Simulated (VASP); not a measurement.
Si62As (a cell with a defect): single point with LDA

System: Si62As (a cell with a defect).

```
Si As
1.0
    10.86000    0.00000    0.00000
     0.00000   10.86000    0.00000
     0.00000    0.00000   10.86000
Si As
62 1
Direct
  0.49888 0.00112 0.99869
  0.62270 0.12506 0.12494
  0.75038 0.24930 0.00070
  0.87611 0.37589 0.12622
  0.74596 0.99960 0.25040
  0.87211 0.12457 0.37404
  0.99930 0.99930 0.99979
  0.12380 0.12561 0.12439
  0.24944 0.25056 0.99944
  0.37439 0.37620 0.12439
  0.50070 0.50070 0.99979
  0.62404 0.62789 0.12543
  0.74943 0.75057 0.99927
  0.87211 0.87596 0.12543
  0.24869 0.00112 0.24888
  0.37494 0.12506 0.37270
  0.49888 0.25131 0.24888
  0.62437 0.37508 0.37437
  0.74726 0.50224 0.25067
  0.88127 0.61873 0.37091
  0.50040 0.99960 0.49596
  0.62404 0.12457 0.62211
  0.74943 0.25073 0.49943
  0.87475 0.37452 0.62475
  0.74726 0.99933 0.74776
  0.87611 0.12378 0.87411
  0.99961 0.50039 0.99988
  0.12411 0.62389 0.12622
  0.25070 0.74962 0.00070
  0.37494 0.87730 0.12494
  0.99930 0.25021 0.25070
  0.12639 0.37361 0.37527
  0.24979 0.50070 0.25070
  0.37543 0.62789 0.37404
  0.50040 0.75404 0.25040
  0.99776 0.99933 0.49726
  0.12411 0.12378 0.62611
  0.25070 0.24930 0.50038
  0.37622 0.37589 0.62611
  0.50067 0.50224 0.49726
  0.62091 0.61873 0.63127
  0.88127 0.87909 0.63127
  0.24979 0.99930 0.74930
  0.37439 0.12561 0.87380
  0.50070 0.25021 0.74930
  0.62527 0.37361 0.87639
  0.75105 0.49931 0.75069
  0.87475 0.62525 0.87548
  0.99776 0.75274 0.25067
  0.12492 0.87563 0.37437
  0.00069 0.49931 0.50105
  0.12548 0.62525 0.62475
  0.24927 0.75057 0.49943
  0.37543 0.87596 0.62211
  0.99961 0.25012 0.74961
  0.12488 0.37512 0.87488
  0.24988 0.50039 0.74961
  0.37622 0.62389 0.87411
  0.50067 0.75274 0.74776
  0.62437 0.87563 0.87492
  0.00069 0.74895 0.75069
  0.12639 0.87473 0.87639
  0.63882 0.86118 0.38882
```

```json
{"Program": "VASP 6.6.1", "Task": "single point", "Functional": "LDA", "Potentials or basis": "VASP PAW LDA potentials, release 64 (Si, As)", "Cutoff": "520 eV", "k mesh": "1 × 1 × 1", "Occupations": "fermi-dirac, width 0.05 eV", "Spin": "no spin polarisation", "Dipole correction": "no", "Charge": "1", "Further INCAR settings": "LREAL = Auto; ALGO = Normal; EDIFF = 1e-06; NBANDS = 164; NELECT = 252.0"}
```

```
Largest force : 0.057 eV/Å
```

Forces in eV/Å, atoms in the order of the input:
```
Si  -0.004  0.004 -0.018
Si   0.020 -0.005  0.005
Si  -0.012 -0.008  0.008
Si   0.004  0.004  0.003
Si  -0.017  0.028 -0.028
Si   0.011  0.011  0.003
Si  -0.006  0.000 -0.004
Si   0.006 -0.003  0.003
Si   0.000  0.000  0.000
Si   0.003 -0.006  0.003
Si   0.000  0.006 -0.004
Si   0.003 -0.011 -0.011
Si   0.005 -0.005  0.007
Si   0.011 -0.003 -0.011
Si  -0.018  0.004 -0.004
Si   0.005 -0.005  0.020
Si  -0.004  0.018 -0.004
Si  -0.004 -0.006 -0.004
Si  -0.002  0.005  0.004
Si   0.003 -0.003 -0.015
Si  -0.028  0.028 -0.017
Si   0.003  0.011  0.011
Si   0.005 -0.007  0.005
Si   0.013  0.009  0.013
Si  -0.002 -0.004 -0.005
Si   0.004 -0.003 -0.004
Si  -0.003  0.003  0.013
Si  -0.004 -0.004  0.003
Si   0.008  0.012  0.008
Si   0.005 -0.020  0.005
Si  -0.006  0.004  0.000
Si  -0.010  0.010  0.007
Si  -0.004  0.006  0.000
Si  -0.011 -0.011  0.003
Si  -0.028  0.017 -0.028
Si  -0.005 -0.004 -0.002
Si  -0.004 -0.003  0.004
Si   0.008 -0.008 -0.012
Si   0.003  0.004  0.004
Si   0.004  0.005 -0.002
Si  -0.015 -0.003  0.003
Si   0.003  0.015  0.003
Si  -0.004  0.000 -0.006
Si   0.003 -0.003  0.006
Si   0.000  0.004 -0.006
Si   0.007  0.010 -0.010
Si   0.008 -0.002  0.002
Si   0.013 -0.013 -0.009
Si  -0.005  0.002  0.004
Si   0.006  0.004 -0.004
Si   0.002 -0.002  0.008
Si  -0.009 -0.013  0.013
Si   0.007 -0.005  0.005
Si  -0.011 -0.003  0.011
Si  -0.003 -0.013 -0.003
Si   0.008 -0.008  0.008
Si   0.013  0.003 -0.003
Si   0.003 -0.004 -0.004
Si   0.004  0.002 -0.005
Si  -0.004  0.004  0.006
Si   0.002 -0.008  0.002
Si  -0.010 -0.007 -0.010
As   0.033 -0.033  0.033
```

Levels at points of the mesh, in eV from the Fermi level:
| k point | band 124 | band 125 | band 126 | band 127 | band 128 | band 129 |
| --- | --- | --- | --- | --- | --- | --- |
| (0.00, 0.00, 0.00) | -0.63 | -0.63 | -0.18 | 0.24 | 0.24 | 0.30 |

Wall time 2.2 min on 1 thread of AMD EPYC 9R45 96-Core Processor (Zen 5) (shared host), peak memory 0.67 GiB.

Caveat: the k points lie up to 0.58 Å⁻¹ apart; the cell carries a net charge on a neutralising background, which shifts energy and pressure; the cell is charged against a uniform background, so pressure and absolute levels hang on convention.
